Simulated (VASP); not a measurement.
Input of a VASP 6.6.1 run:

The input INCAR:

```
ALGO = Fast
EDIFF = 1E-6
ENCUT = 520
GGA = PS
ISIF = 2
ISMEAR = 0
LASPH = True
LCHARG = True
LELF = True
LREAL = False
LVHAR = True
LWAVE = False
NBANDS = 12
NELM = 80
PREC = Accurate
SIGMA = 0.15
```

Contents of KPOINTS:

```
k-points
0
Gamma
  22 22 22
```

File POSCAR:

```
Nb
1.0
   -1.0688839262      1.7195089247      1.7195089247
    1.7195089247     -1.0688839262      1.7195089247
    1.7195089247      1.7195089247     -1.0688839262
Nb
1
Direct
    0.0000000000      0.0000000000      0.0000000000
```

Potentials or basis: VASP PAW PBE potentials, release 64 (Nb_sv).

Run with:

```sh
$ cat potpaw_PBE.64/Nb_sv/POTCAR > POTCAR
$ mpirun -np 1 vasp_std > vasp.out
```

(1) Estimate the pressure.

(2) Estimate the band gap on the k mesh.

## Answers

(1) 4.2 GPa.

(2) zero (an odd number of electrons rules out a gap without spin polarisation).

Caveat: the cell stands under pressure; the PAW data sets were made with another functional, which shifts forces and pressure a little.
